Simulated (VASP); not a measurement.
# LiSi2C2 (Cm) in VASP: relaxation of cell and atoms with PBE

Aim: the relaxation of cell and atoms of LiSi2C2 with PBE.

Program: VASP 6.6.1. These are calculated values, not measurements. Logs are shortened: lines on timing, memory, paths and dates and some standing lists are left out, and cuts for length are marked.

**1. The cell of the first run**

The structure is monoclinic, space group Cm (No. 8). Conventional cell: a = 5.841 Å, b = 4.109 Å, c = 4.109 Å, α = 90.00°, β = 90.00°, γ = 90.00°. Within 3.0 Å of Li (site symmetry m) lie 4 C at 2.23 to 2.45 Å and 6 Si at 2.23 to 2.44 Å. Si (site symmetry m) has 2 C at 1.73 Å and 2 Si at 1.81 to 2.30 Å and 3 Li at 2.33 to 2.44 Å within 2.5 Å. Si (site symmetry m) has 2 C at 1.73 Å and 2 Si at 1.81 to 2.30 Å and 3 Li at 2.23 to 2.35 Å within 2.4 Å. Within 2.0 Å of C (site symmetry 1) lie 1 C at 1.51 Å and 2 Si at 1.73 Å.

**2. Relaxation of cell and atoms, PBE**

The input, INCAR:

```
SYSTEM = LiSi2C2
  PREC = Accurate
  ENCUT = 910
  EDIFF = 1E-7
  ISMEAR = 0
  SIGMA = 0.1
  LREAL = .FALSE.
  LASPH = .TRUE.
  NELM = 120
  ALGO = Normal
  ISIF = 3
  LWAVE = .FALSE.
  LCHARG = .FALSE.
  GGA = PE
  IBRION = 2
  NSW = 90
  EDIFFG = -0.04
  GGA_COMPAT = .FALSE.
  NELMIN = 4
```

The input, KPOINTS:

```
Automatic mesh
0
G
  6 6 4
  0 0 0
```

The input, POSCAR:

```
LiSi2C2
1.0
    2.9203300000     -2.0546970600      0.0000000000
    2.9203300000      2.0546970600      0.0000000000
    0.0000000000      0.0000000000      4.1093941300
Li Si C
1 2 2
Direct
    0.8582508400      0.8582508400      0.5297740000
    0.5000000000      0.5000000000      0.2797740000
    0.5000000000      0.5000000000      0.7202260000
    0.1839420200      0.8160579800      0.0000000000
    0.8160579800      0.1839420200      0.0000000000
```

Potentials or basis: VASP PAW PBE potentials, release 64 (Li_sv, Si, C_h).

Launch:

```sh
$ cat potpaw_PBE.64/Li_sv/POTCAR potpaw_PBE.64/Si/POTCAR potpaw_PBE.64/C_h/POTCAR > POTCAR
$ mpirun -np 1 vasp_std > vasp.out
```

OUTCAR:

```text
SYSTEM = LiSi2C2
   PREC = Accurate
   ENCUT = 910
   EDIFF = 1E-7
   ISMEAR = 0
   LREAL = .FALSE.
   LASPH = .TRUE.
   NELM = 120
   ISIF = 3
   GGA = PE
   IBRION = 2
   NSW = 90
   EDIFFG = -0.04
   NELMIN = 4

 ion  position               nearest neighbor table
   1  0.858  0.858  0.530-   3 2.23   2 2.33   3 2.35   3 2.35   2 2.44   2 2.44
   2  0.500  0.500  0.280-   4 1.73   5 1.73   3 1.81   3 2.30   1 2.33   1 2.44   1 2.44
   3  0.500  0.500  0.720-   4 1.73   5 1.73   2 1.81   1 2.23   2 2.30   1 2.35   1 2.35
   4  0.184  0.816  0.000-   5 1.51   3 1.73   2 1.73
   5  0.816  0.184  0.000-   4 1.51   3 1.73   2 1.73

  LATTYP: Found a base centered orthorhombic cell.
 ALAT       =     4.1093941200
 B/A-ratio  =     1.4212946798
 C/A-ratio  =     1.0000000024

  Lattice vectors:

 A1 = (  -2.9203300000,  -2.0546970600,   0.0000000000)
 A2 = (   2.9203300000,  -2.0546970600,   0.0000000000)
 A3 = (   0.0000000000,   0.0000000000,   4.1093941300)

Analysis of symmetry for initial positions (statically):
=====================================================================
 Subroutine PRICEL returns:
 Original cell was already a primitive cell.

 Routine SETGRP: Setting up the symmetry group for a
 base centered orthorhombic supercell.

 Subroutine GETGRP returns: Found  2 space group operations
 (whereof  2 operations were pure point group operations)
 out of a pool of  8 trial point group operations.

The static configuration has the point symmetry C_1h.

Analysis of symmetry for dynamics (positions and initial velocities):
=====================================================================
 Subroutine PRICEL returns:
 Original cell was already a primitive cell.

 Routine SETGRP: Setting up the symmetry group for a
 base centered orthorhombic supercell.

 Subroutine GETGRP returns: Found  2 space group operations
 (whereof  2 operations were pure point group operations)
 out of a pool of  8 trial point group operations.

The dynamic configuration has the point symmetry C_1h.

 Subroutine INISYM returns: Found  2 space group operations
 (whereof  2 operations are pure point group operations),
 and found     1 'primitive' translations

----------------------------------------------------------------------------------------

                                     Primitive cell

  volume of cell :      49.3160

  direct lattice vectors                    reciprocal lattice vectors
     2.920330000 -2.054697060  0.000000000     0.171213527 -0.243344875  0.000000000
     2.920330000  2.054697060  0.000000000     0.171213527  0.243344875  0.000000000
     0.000000000  0.000000000  4.109394130     0.000000000  0.000000000  0.243344875

  length of vectors
     3.570729242  3.570729242  4.109394130     0.297541258  0.297541258  0.243344875

  position of ions in fractional coordinates (direct lattice)
     0.858250840  0.858250840  0.529774000
     0.500000000  0.500000000  0.279774000
     0.500000000  0.500000000  0.720226000
     0.183942020  0.816057980  0.000000000
     0.816057980  0.183942020  0.000000000

  ion indices of the primitive-cell ions
   primitive index   ion index
                 1           1
                 2           2
                 3           3
                 4           4
                 5           5

----------------------------------------------------------------------------------------

 KPOINTS: Automatic mesh

Automatic generation of k-mesh.
 Grid dimensions read from file:
 generate k-points for:    6    6    4

 Generating k-lattice:

  Cartesian coordinates                     Fractional coordinates (reciprocal lattice)
     0.028535588 -0.040557479  0.000000000     0.166666667 -0.000000000  0.000000000
     0.028535588  0.040557479  0.000000000    -0.000000000  0.166666667  0.000000000
     0.000000000  0.000000000  0.060836219     0.000000000  0.000000000  0.250000000

  Length of vectors
     0.049590210  0.049590210  0.060836219

  Shift w.r.t. Gamma in fractional coordinates (k-lattice)
     0.000000000  0.000000000  0.000000000

 Subroutine IBZKPT returns following result:
 ===========================================

 Found     47 irreducible k-points:

 Following reciprocal coordinates:
            Coordinates               Weight
  0.000000  0.000000  0.000000      1.000000
  0.166667  0.000000  0.000000      4.000000
  0.333333 -0.000000  0.000000      4.000000
  0.500000  0.000000  0.000000      2.000000
  0.166667  0.166667  0.000000      2.000000
  0.333333  0.166667  0.000000      4.000000
[... 16 lines left out ...]
 -0.333333 -0.166667  0.250000      4.000000
  0.500000  0.166667  0.250000      4.000000
 [... further k-points ...]
   k-points           NKPTS =     47   k-points in BZ     NKDIM =     47   number of bands    NBANDS=     13
   number of dos      NEDOS =    301   number of ions     NIONS =      5
   total plane-waves  NPLWV =  51840
   dimension x,y,z NGX =    36 NGY =   36 NGZ =   40
   dimension x,y,z NGXF=    72 NGYF=   72 NGZF=   80
   ions per type =               1   2   2
   NGX,Y,Z   is equivalent  to a cutoff of  16.76, 16.76, 16.18 a.u.
   NGXF,Y,Z  is equivalent  to a cutoff of  33.52, 33.52, 32.36 a.u.
 SYSTEM =  LiSi2C2
   PREC   = accura    normal or accurate (medium, high low for compatibility)
   ISTART =      0    job   : 0-new  1-cont  2-samecut
   ICHARG =      2    charge: 1-file 2-atom 10-const
   ISPIN  =      1    spin polarized calculation?
   LNONCOLLINEAR =      F non collinear calculations
   LSORBIT =      F    spin-orbit coupling
   LASPH  =      T    aspherical Exc in radial PAW
   ENCUT  =  910.0 eV  66.88 Ry    8.18 a.u.   8.78  8.78 10.11*2*pi/ulx,y,z
   NELM   =    120;   NELMIN=  4; NELMDL= -5     # of ELM steps
   EDIFF  = 0.1E-06   stopping-criterion for ELM
   LREAL  =      F    real-space projection
   EDIFFG = -.4E-01   stopping-criterion for IOM
   NSW    =     90    number of steps for IOM
   IBRION =      2    ionic relax: 0-MD 1-quasi-New 2-CG
   NFREE  =      1    steps in history (QN), initial steepest desc. (CG)
   ISIF   =      3    stress and relaxation
   ISYM   =      2    0-nonsym 1-usesym 2-fastsym
   POTIM  = 0.5000    time-step for ionic-motion
   TEBEG  =    0.0;   TEEND  =   0.0 temperature during run
   PSTRESS=    0.0 pullay stress
   NELECT =      19.0000    total number of electrons
   NUPDOWN=      -1.0000    fix difference up-down
   EMIN   =  10.00;   EMAX   =-10.00  energy-range for DOS
   EFERMI =   0.00;   METHOD = LEGACY
   ISMEAR =     0;   SIGMA  =   0.10  broadening in eV -4-tet -1-fermi 0-gaus
   EFERMI_NEDOS =   21; number of points for ismear=-14 and -15
   IALGO  =     38    algorithm
   IMIX   =      4    mixing-type and parameters
     AMIX     =   0.40;   BMIX     =  1.00
     AMIX_MAG =   1.60;   BMIX_MAG =  1.00
  volume/ion in A,a.u.               =       9.86        66.56
  Fermi-wavevector in a.u.,A,eV,Ry     =   1.191233  2.251105 19.307170  1.419037
  Thomas-Fermi vector in A             =   2.327300
   LORBIT       =      0    0 simple, 1 ext, 2 COOP (PROOUT), +10 PAW based schemes
   GGA     = PE    functional components
   LHFCALC =     F    Hartree Fock is set to
   AEXX    =    0.0000 exact exchange contribution
   IVDW    =     0    specifies the selected vdW correction
   LEPSILON=     F    determine dielectric tensor
   LRPA    =     F    only Hartree local field effects (RPA)
 conjugate gradient relaxation of ions
 non-spin polarized calculation
 Gauss-broadening in eV      SIGMA  =   0.10
  energy-cutoff  :      910.00
  volume of cell :       49.32
 maximum number of plane-waves:      3104
   NGX = 17   NGY = 17   NGZ = 21

--------------------------------------- Ionic step        1  -------------------------------------------

 number of electron      19.0000002 magnetization

 Free energy of the ion-electron system (eV)
  ---------------------------------------------------
  ext. energy  EPLUGINS =         0.00000000
  ---------------------------------------------------
  free energy    TOTEN  =       -24.60873899 eV

  energy without entropy =      -24.60309889  energy(sigma->0) =      -24.60591894

------------------------ aborting loop because EDIFF is reached ----------------------------------------

  FORCE on cell =-STRESS in cart. coord.  units (eV):
  Direction    XX          YY          ZZ          XY          YZ          ZX
  --------------------------------------------------------------------------------------
  -------------------------------------------------------------------------------------
  Total        8.7237941      7.3098225     36.1592664      0.0000000      0.0000000     -0.0971345
  in kB      283.4186773    237.4815603   1174.7424742      0.0000000      0.0000000     -3.1557073
  external PRESSURE =     565.2142373 kB  Pullay stress =       0.0000000 kB
[... 98 lines left out ...]
  FREE ENERGIE OF THE ION-ELECTRON SYSTEM (eV)
  ---------------------------------------------------
  free  energy   TOTEN  =       -26.5489147148 eV

  energy  without entropy=      -26.5393027816  energy(sigma->0) =      -26.54410875

 E-fermi :   6.5317     XC(G=0): -10.0042

 val. band max:        6.5024875361   @ k =  -0.3333   0.3333   0.5000
 cond. band min:       6.5414278688   @ k =  -0.3333   0.3333   0.2500
 fundamental gap:      0.0389403327
 Fermi energy:         6.5317384735

 k-point     1 :       0.0000    0.0000    0.0000
  band No.  band energies     occupation
      1     -40.1901      2.00000
      2      -9.8458      2.00000
      3      -3.8328      2.00000
      4      -2.2254      2.00000
      5      -1.9151      2.00000
      6      -1.0437      2.00000
      7       2.8932      2.00000
      8       4.5762      2.00000
      9       6.7154      0.00938
     10       6.9056      0.00000
     11       7.8336      0.00000
     12       8.3308      0.00000
     13       9.4588      0.00000
[... 353 lines left out ...]
 k-point    24 :       0.5000    0.1667    0.2500
  band No.  band energies     occupation
      1     -40.1892      2.00000
      2      -8.7392      2.00000
      3      -6.3708      2.00000
      4      -2.5230      2.00000
      5       0.1074      2.00000
      6       0.5552      2.00000
      7       1.1934      2.00000
      8       2.9427      2.00000
      9       4.3432      2.00000
     10       6.1000      2.00000
     11       7.0644      0.00000
     12       9.5941      0.00000
     13      10.8321      0.00000

 [... further k-points ...]

[... ionic steps 4 to 64 ...]

--------------------------------------- Ionic step       65  -------------------------------------------

 number of electron      19.0000001 magnetization

------------------------ aborting loop because EDIFF is reached ----------------------------------------

  FORCE on cell =-STRESS in cart. coord.  units (eV):
  Direction    XX          YY          ZZ          XY          YZ          ZX
  --------------------------------------------------------------------------------------
  -------------------------------------------------------------------------------------
  Total       -0.1320999     -0.0343705      0.0665268      0.0000000      0.0000000      0.0072602
  in kB       -2.8246537     -0.7349338      1.4225237      0.0000000      0.0000000      0.1552428
  external PRESSURE =      -0.7123546 kB  Pullay stress =       0.0000000 kB
[... 63 lines left out ...]
  energy  without entropy=      -28.9082517526  energy(sigma->0) =      -28.91149238

--------------------------------------- Ionic step       67  -------------------------------------------

 number of electron      19.0000000 magnetization

 Free energy of the ion-electron system (eV)
  ---------------------------------------------------
  ext. energy  EPLUGINS =         0.00000000
  ---------------------------------------------------
  free energy    TOTEN  =       -28.91516300 eV

  energy without entropy =      -28.90888568  energy(sigma->0) =      -28.91202434

 E-fermi :   4.7736     XC(G=0):  -9.1240

 val. band max:        4.7278572341   @ k =   0.1667   0.0000   0.2500
 cond. band min:       4.8133989367   @ k =  -0.3333   0.3333   0.0000
 fundamental gap:      0.0855417025
 Fermi energy:         4.7736107257

 k-point     1 :       0.0000    0.0000    0.0000
  band No.  band energies     occupation
      1     -41.7220      2.00000
      2     -10.9300      2.00000
      3      -4.9559      2.00000
      4      -3.4442      2.00000
      5      -2.6545      2.00000
      6      -1.5078      2.00000
      7       0.2446      2.00000
      8       3.1526      2.00000
      9       3.8312      2.00000
     10       4.6969      1.72225
     11       5.9916      0.00000
     12       7.4370      0.00000
     13       8.0742      0.00000
[... 353 lines left out ...]
 k-point    24 :       0.5000    0.1667    0.2500
  band No.  band energies     occupation
      1     -41.7217      2.00000
      2     -10.0968      2.00000
      3      -7.4526      2.00000
      4      -3.5130      2.00000
      5      -0.8635      2.00000
      6      -0.5322      2.00000
      7      -0.0706      2.00000
      8       2.0111      2.00000
      9       3.3246      2.00000
     10       4.2507      2.00000
     11       5.8596      0.00000
     12       7.7769      0.00000
     13       8.9723      0.00000

 [... further k-points ...]
[... 5 lines left out ...]
  --------------------------------------------------------------------------------------
  -------------------------------------------------------------------------------------
  Total       -0.0661040      0.0292678      0.0187999      0.0000000      0.0000000     -0.0015675
  in kB       -1.4171774      0.6274617      0.4030443      0.0000000      0.0000000     -0.0336057
  external PRESSURE =      -0.1288905 kB  Pullay stress =       0.0000000 kB
[... 20 lines left out ...]
  FREE ENERGIE OF THE ION-ELECTRON SYSTEM (eV)
  ---------------------------------------------------
  free  energy   TOTEN  =       -28.9151630034 eV

  energy  without entropy=      -28.9088856822  energy(sigma->0) =      -28.91202434

 reached required accuracy - stopping structural energy minimisation
```

It took 16 min on 1 thread of Intel Xeon 6975P-C (Granite Rapids), shared host; peak memory 0.26 GiB.

What came out:

- Free energy: -28.9152 eV
- Relaxed volume: 14.95 Å³/atom
- Relaxed cell: a = 4.523 Å, b = 4.523 Å, c = 4.668 Å, α = 100.30°, β = 100.30°, γ = 53.01°
- Space group after relaxing (to 0.1 Å): Cm (No. 8)
- Pressure after relaxing: 0.0 GPa
- Largest force after relaxing: 0.031 eV/Å
- Band gap on the k mesh: zero (an odd number of electrons rules out a gap without spin polarisation)

Forces on the atoms (eV/Å):
```
Li  -0.007  0.000 -0.012
Si   0.008  0.000  0.006
Si  -0.029  0.000  0.010
C    0.014 -0.027 -0.002
C    0.014  0.027 -0.002
```

Final structure:
```
CELL_PARAMETERS angstrom
4.02928 -2.01849 -0.38324
4.02928 2.01849 -0.38324
-0.49580 0.00000 4.64158
ATOMIC_POSITIONS crystal
Li 0.83445 0.83445 0.57008
Si 0.45399 0.45399 0.23856
Si 0.56358 0.56358 0.74563
C 0.17423 0.83200 0.98775
C 0.83200 0.17423 0.98775
```

Levels at points of the mesh, in eV from the Fermi level:
```
           k point  band 5  band 6  band 7  band 8  band 9  band 10  band 11  band 12  band 13
(0.00, 0.00, 0.00)   -7.43   -6.28   -4.53   -1.62   -0.94    -0.08     1.22     2.66     3.30
(0.50, 0.00, 0.00)   -5.63   -5.58   -4.58   -3.77   -3.13    -0.06     1.31     1.69     3.70
(0.50, 0.50, 0.00)   -7.76   -6.15   -5.86   -1.52   -0.70     0.89     1.90     2.42     2.93
(0.00, 0.00, 0.50)   -8.10   -4.55   -3.14   -2.55   -2.23     1.47     1.63     2.64     3.84
(0.50, 0.00, 0.50)   -6.37   -4.32   -3.93   -2.82   -1.69    -0.16     1.69     2.68     3.27
(0.50, 0.50, 0.50)   -8.22   -5.86   -3.24   -2.93   -2.65     2.13     2.36     2.95     4.51
```

Caveat: the k points lie up to 0.34 Å⁻¹ apart in the final cell, too coarse for converged energies and pressures of a metal; the volume moved by over 15 % at a fixed basis, so the end points are rough.

The gap in the log of VASP goes by the Fermi energy; the results here count the filled bands.